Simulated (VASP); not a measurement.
# Co (P6_3/mmc) in VASP: notebook, part 2 of 2

VASP 6.6.1.

## 4. Single point, PBE, collinear spin, ferromagnetic start (10.63 Å³/atom)

This run uses another cell than the first one, of 10.63 Å³/atom.

INCAR

```
SYSTEM = Co
  ALGO = Normal
  EDIFF = 1E-6
  ENCUT = 520
  GGA = PE
  ISIF = 2
  ISMEAR = 0
  ISPIN = 2
  LASPH = .TRUE.
  LCHARG = .TRUE.
  LELF = .TRUE.
  LMAXMIX = 4
  LORBIT = 11
  LREAL = .FALSE.
  LVHAR = .TRUE.
  LWAVE = .FALSE.
  MAGMOM = 1.85 1.85
  NBANDS = 20
  NELM = 150
  PREC = Accurate
  SIGMA = 0.05
```

KPOINTS

```
k-points
0
G
  20 20 12
  0 0 0
```

POSCAR

```
Co
1.0
    2.4771696269      0.0000000000      0.0000000000
   -1.2385848134      2.1452918263      0.0000000000
    0.0000000000      0.0000000000      4.0024170969
Co
2
Direct
    0.3333333333      0.6666666667      0.2500000000
    0.6666666667      0.3333333333      0.7500000000
```

Potentials or basis: VASP PAW PBE potentials, release 64 (Co).

The run is started by

```console
> cat potpaw_PBE.64/Co/POTCAR > POTCAR
> mpirun -np 1 vasp_std > vasp.out
```

OUTCAR:

```text
SYSTEM = Co
   EDIFF = 1E-6
   ENCUT = 520
   GGA = PE
   ISIF = 2
   ISMEAR = 0
   ISPIN = 2
   LASPH = .TRUE.
   LORBIT = 11
   LREAL = .FALSE.
   NELM = 150
   PREC = Accurate

 ion  position               nearest neighbor table
   1  0.333  0.667  0.250-   2 2.46   2 2.46   2 2.46   2 2.46   2 2.46   2 2.46
   2  0.667  0.333  0.750-   1 2.46   1 2.46   1 2.46   1 2.46   1 2.46   1 2.46

  LATTYP: Found a hexagonal cell.
 ALAT       =     2.4771696269
 C/A-ratio  =     1.6157218518

  Lattice vectors:

 A1 = (   2.4771696269,   0.0000000000,   0.0000000000)
 A2 = (  -1.2385848134,   2.1452918263,   0.0000000000)
 A3 = (   0.0000000000,   0.0000000000,   4.0024170969)

Analysis of symmetry for initial positions (statically):
=====================================================================
 Subroutine PRICEL returns:
 Original cell was already a primitive cell.

 Routine SETGRP: Setting up the symmetry group for a
 hexagonal supercell.

 Subroutine GETGRP returns: Found 24 space group operations
 (whereof 12 operations were pure point group operations)
 out of a pool of 24 trial point group operations.
[... 746 lines left out ...]
  band No.  band energies     occupation
      1       1.5131      1.00000
      2       6.2567      1.00000
      3       9.5278      1.00000
      4       9.5484      1.00000
      5       9.5484      1.00000
      6       9.9260      1.00000
[... 541 lines left out ...]
     19      35.4774      0.00000
     20      36.5457      0.00000

 [... further k-points ...]
[... 5 lines left out ...]
  --------------------------------------------------------------------------------------
  -------------------------------------------------------------------------------------
  Total        0.5078282      0.5078282      0.4792971      0.0000000      0.0000000      0.0000000
  in kB       38.2527751     38.2527751     36.1036371      0.0000000      0.0000000      0.0000000
  external PRESSURE =      37.5363957 kB  Pullay stress =       0.0000000 kB

 VOLUME and BASIS-vectors are now :
 -----------------------------------------------------------------------------
  energy-cutoff  :      520.00
  volume of cell :       21.27
      direct lattice vectors                 reciprocal lattice vectors
     2.477169627  0.000000000  0.000000000     0.403686526  0.233068524  0.000000000
    -1.238584813  2.145291826  0.000000000     0.000000000  0.466137048  0.000000000
     0.000000000  0.000000000  4.002417097     0.000000000  0.000000000  0.249849023

 POSITION                                       TOTAL-FORCE (eV/Angst)
 -----------------------------------------------------------------------------------
     -0.00000      1.43019      1.00060        -0.000000      0.000000      0.000000
      1.23858      0.71510      3.00181         0.000000      0.000000      0.000000
 -----------------------------------------------------------------------------------
    total drift:                               -0.000000     -0.000000     -0.000000

  FREE ENERGIE OF THE ION-ELECTRON SYSTEM (eV)
  ---------------------------------------------------
  free  energy   TOTEN  =       -14.0690121552 eV

  energy  without entropy=      -14.0667537578  energy(sigma->0) =      -14.06788296

 total charge

# of ion       s       p       d       tot
------------------------------------------
    1        0.497   0.538   7.279   8.313
    2        0.497   0.538   7.279   8.313
--------------------------------------------------
tot          0.994   1.075  14.557  16.626

 magnetization (x)

# of ion       s       p       d       tot
------------------------------------------
    1       -0.015  -0.055   1.675   1.604
    2       -0.015  -0.055   1.675   1.604
--------------------------------------------------
tot         -0.031  -0.110   3.349   3.209
```

OSZICAR:

```text
N       E                     dE             d eps       ncg     rms          rms(c)
DAV:   1     0.849025920073E+02    0.84903E+02   -0.79322E+03 26144   0.120E+03
DAV:   2    -0.115889800607E+02   -0.96492E+02   -0.86799E+02 24960   0.217E+02
DAV:   3    -0.160784870474E+02   -0.44895E+01   -0.42934E+01 28064   0.563E+01
DAV:   4    -0.161470147158E+02   -0.68528E-01   -0.68470E-01 30088   0.616E+00
DAV:   5    -0.161490329974E+02   -0.20183E-02   -0.20182E-02 28812   0.101E+00    0.151E+01
DAV:   6    -0.144703631976E+02    0.16787E+01   -0.71689E+00 28056   0.553E+01    0.683E+00
DAV:   7    -0.141052183234E+02    0.36514E+00   -0.10927E+00 29312   0.197E+01    0.388E+00
DAV:   8    -0.140840838401E+02    0.21134E-01   -0.15278E-02 32196   0.118E+00    0.181E+00
DAV:   9    -0.140693203216E+02    0.14764E-01   -0.25791E-03 40712   0.939E-01    0.474E-01
DAV:  10    -0.140689888566E+02    0.33146E-03   -0.99964E-04 33200   0.417E-01    0.596E-02
DAV:  11    -0.140690132606E+02   -0.24404E-04   -0.48251E-05 28676   0.644E-02    0.281E-02
DAV:  12    -0.140690119417E+02    0.13189E-05   -0.26215E-06 28532   0.151E-02    0.156E-02
DAV:  13    -0.140690121552E+02   -0.21357E-06   -0.16983E-06 22104   0.163E-02
   1 F= -.14069012E+02 E0= -.14067883E+02  d E =-.225840E-02  mag=     3.1762
```

stdout:

```text
POSCAR found type information on POSCAR Co
 POSCAR found :  1 types and       2 ions
 scaLAPACK will be used
 LDA part: xc-table for (Slater+PW92), standard interpolation
 POSCAR, INCAR and KPOINTS ok, starting setup
 FFT: planning ... GRIDC
 FFT: planning ... GRID_SOFT
 FFT: planning ... GRID
 WAVECAR not read
 entering main loop
```

It took 6.9 min on 1 thread of Intel Xeon 8259CL, shared host; peak memory 0.28 GiB.

What came out:

- Free energy: -14.0690 eV
- Pressure: 3.8 GPa
- Net moment: 3.18 μB per cell
- Site moments: Co +1.60 μB
- Valence electrons inside the program's atomic spheres: Co 8.31

Caveat: the cell stands under pressure.

## 5. Single point, PBE, collinear spin, antiferromagnetic start

This run uses another cell than the first one: it holds 4 atoms, not 2.

INCAR

```
SYSTEM = Co
ALGO = Normal
EDIFF = 1E-7
ENCUT = 520
GGA = PE
ISIF = 2
ISMEAR = 0
ISPIN = 2
LASPH = .TRUE.
LCHARG = .FALSE.
LMAXMIX = 4
LORBIT = 11
LREAL = .FALSE.
LWAVE = .FALSE.
MAGMOM = 1.5 1.5 -1.5 -1.5
NBANDS = 30
NELM = 150
PREC = Accurate
SIGMA = 0.05
```

KPOINTS

```
k-points
0
G
  16 16 4
  0 0 0
```

POSCAR

```
Co
1.0
    2.4937131675      0.0000000000      0.0000000000
   -1.2468565838      2.1596189528      0.0000000000
    0.0000000000      0.0000000000      8.0601803757
Co
4
Direct
    0.3333333333      0.6666666667      0.1250000000
    0.6666666667      0.3333333333      0.3750000000
    0.3333333333      0.6666666667      0.6250000000
    0.6666666667      0.3333333333      0.8750000000
```

The run is started by

```console
> cat potpaw_PBE.64/Co/POTCAR > POTCAR
> mpirun -np 1 vasp_std > vasp.out
```

Run time: 5.7 min. Hardware: 1 thread of AMD EPYC 7R13 (Zen 3), shared host; peak memory 0.28 GiB.

Results (log left out):

| Item | Value |
| --- | --- |
| Free energy | -27.6603 eV |
| Pressure | -1.8 GPa |
| Largest force | 0.708 eV/Å |
| Band gap on the k mesh | zero (filled and empty bands overlap) |
| Net moment | 0.00 μB per cell |
| Site moments | Co +1.48, -1.48 (each value once) μB |
| Valence electrons inside the program's atomic spheres | Co 8.27 |

Forces in eV/Å, atoms in the order of the input:
```
Co   0.000  0.000  0.708
Co   0.000  0.000 -0.708
Co   0.000  0.000  0.708
Co   0.000  0.000 -0.708
```

Stress tensor (GPa, compression positive):
```
-1.72  0.00  0.00
 0.00 -1.72  0.00
 0.00  0.00 -1.99
```

Levels at points of the mesh, in eV from the Fermi level:
Spin up:
| k point | band 15 | band 16 | band 17 | band 18 | band 19 | band 20 | band 21 | band 22 |
| --- | --- | --- | --- | --- | --- | --- | --- | --- |
| (0.00, 0.00, 0.00) | -1.39 | -0.89 | -0.89 | -0.70 | -0.70 | -0.16 | 0.18 | 0.18 |
| (0.50, 0.00, 0.00) | -0.51 | -0.42 | -0.25 | 0.65 | 1.07 | 1.14 | 1.58 | 1.77 |
| (0.00, 0.00, 0.50) | -1.27 | -1.27 | -0.90 | -0.90 | -0.79 | -0.79 | 0.19 | 0.19 |
| (0.50, 0.00, 0.50) | -0.39 | -0.30 | -0.16 | 0.54 | 0.96 | 1.07 | 1.14 | 1.50 |
Spin down:
```tsv
k point	band 14	band 15	band 16	band 17	band 18	band 19	band 20	band 21	band 22	band 23
(0.00, 0.00, 0.00)	-1.39	-1.39	-0.89	-0.89	-0.70	-0.70	-0.16	0.18	0.18	0.65
(0.50, 0.00, 0.00)	-0.53	-0.51	-0.42	-0.25	0.65	1.07	1.14	1.58	1.77	2.09
(0.00, 0.00, 0.50)	-1.29	-1.27	-1.27	-0.90	-0.90	-0.79	-0.79	0.19	0.19	0.66
(0.50, 0.00, 0.50)	-0.51	-0.39	-0.30	-0.16	0.54	0.96	1.07	1.14	1.50	3.08
```

Caveat: the antiferromagnetic order is the one typed at the start, and another may lie lower.

## 6. Summary

```tsv
spin	cell	k mesh	gap on the mesh (eV)	pressure (GPa)	moment (μB)
off	a = 2.494, b = 2.494, c = 4.030 Å, angles 90.0, 90.0, 120.0°, 2 atoms, atomic positions A	20 × 20 × 12	none	-11.8	-
collinear, ferromagnetic start	a = 2.460, b = 2.460, c = 3.974 Å, angles 90.0, 90.0, 120.0°, 2 atoms, atomic positions A	20 × 20 × 12	none	8.8	3.15
collinear, ferromagnetic start	a = 2.477, b = 2.477, c = 4.002 Å, angles 90.0, 90.0, 120.0°, 2 atoms, atomic positions A	20 × 20 × 12	none	3.8	3.18
collinear, antiferromagnetic start	a = 2.494, b = 2.494, c = 8.060 Å, angles 90.0, 90.0, 120.0°, 4 atoms, atomic positions B	16 × 16 × 4	none	-1.8	0.00
```

Alike in all rows: task single point; level PBE; potentials or basis VASP PAW PBE potentials, release 64 (Co); cutoff (eV) 520; smearing gaussian 0.05 eV.

Caveats: the cell stands under pressure (at least some runs); the cell stands under tension (at least some runs); the antiferromagnetic order is the one typed at the start, and another may lie lower (at least some runs).

Total energies depend on the potentials used, so only differences within one code and one set of settings carry meaning.
